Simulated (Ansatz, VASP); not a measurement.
**Two plane-wave programs on Mn**

```
Mn
1.0
     0.00000    2.49258    2.49258
     2.49258    0.00000    2.49258
     2.49258    2.49258    0.00000
Mn
2
Direct
  0.12500 0.12500 0.12500
  0.87500 0.87500 0.87500
```

Alike in both runs: task single point; functional BLYP; k mesh 12 × 12 × 12; occupations fermi-dirac, width 0.05 eV; collinear spin.

```csv
,VASP,Ansatz
version,VASP 6.6.1,Ansatz 0.2.0
potentials or method,"VASP PAW PBE potentials, release 64 (Mn_pv), cutoff 520 eV","plane waves (420 eV) with PAW, scalar-relativistic"
valence electrons in the cell,26,30
```

VASP gave:

| Property | Result |
| --- | --- |
| pressure (GPa) | 10.0 |
| net moment per atom (μB) | 0.00 |
| size of the moment on the site where the two differ most (μB) | 1.56 |

Q: Estimate Ansatz's values.

A: Pressure (GPa): 9.4; net moment per atom (μB): 0.00; size of the moment on the site where the two differ most (μB): 1.43.

VASP's potentials were made for PBE, not for BLYP. Site moments also hang on the region over which each program counts them. With one functional, cell and mesh, what is left measures potentials, basis and numerics. VASP's potentials hold 26 valence electrons a cell and Ansatz's 30, so a difference there can come from the potentials and not from the codes.
